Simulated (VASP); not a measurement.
# GaN: single point with LDA

The system is GaN.

```
CELL_PARAMETERS angstrom
3.20628 0.00000 0.00000
-1.60314 2.77672 0.00000
0.00000 0.00000 5.20870
ATOMIC_POSITIONS crystal
Ga 0.33333 0.66667 0.00000
Ga 0.66667 0.33333 0.50000
N 0.33333 0.66667 0.37500
N 0.66667 0.33333 0.87500
```

```
Program             : VASP 6.6.1
Task                : single point
Functional          : LDA
Potentials or basis : VASP PAW LDA potentials, release 64 (Ga_d, N)
Cutoff              : 520 eV
k mesh              : 12 × 12 × 4
Occupations         : methfessel-paxton, width 0.1 eV
Spin                : no spin polarisation
```

```yaml
Pressure: -7.8 GPa
Largest_force: 0.120 eV/Å
Band_gap_on_the_k_mesh: 1.82 eV, direct
```

Forces in eV/Å, atoms in the order of the input:
```
Ga   0.000  0.000 -0.120
Ga   0.000  0.000 -0.120
N    0.000  0.000  0.120
N    0.000  0.000  0.120
```

Stress tensor (GPa, compression positive):
```
-8.45  0.00  0.00
 0.00 -8.45  0.00
 0.00  0.00 -6.50
```

Levels at points of the mesh, in eV from the valence-band top:
```tsv
k point	band 15	band 16	band 17	band 18	band 19	band 20	band 21	band 22
(0.00, 0.00, 0.00)	-1.04	-0.06	0.00	0.00	1.82	4.05	8.96	9.59
(0.50, 0.00, 0.00)	-4.22	-2.73	-2.23	-0.97	4.84	5.38	5.87	8.33
(0.00, 0.00, 0.50)	-0.54	-0.54	-0.54	-0.54	4.08	4.08	8.24	8.24
(0.50, 0.00, 0.50)	-1.92	-1.92	-1.90	-1.90	4.23	4.23	7.53	7.53
```

Run time: 53 s on 1 thread of Intel Xeon 6975P-C, on a shared host, peak memory 0.18 GiB.

LDA gaps usually lie below the measured ones, often by a third to a half.
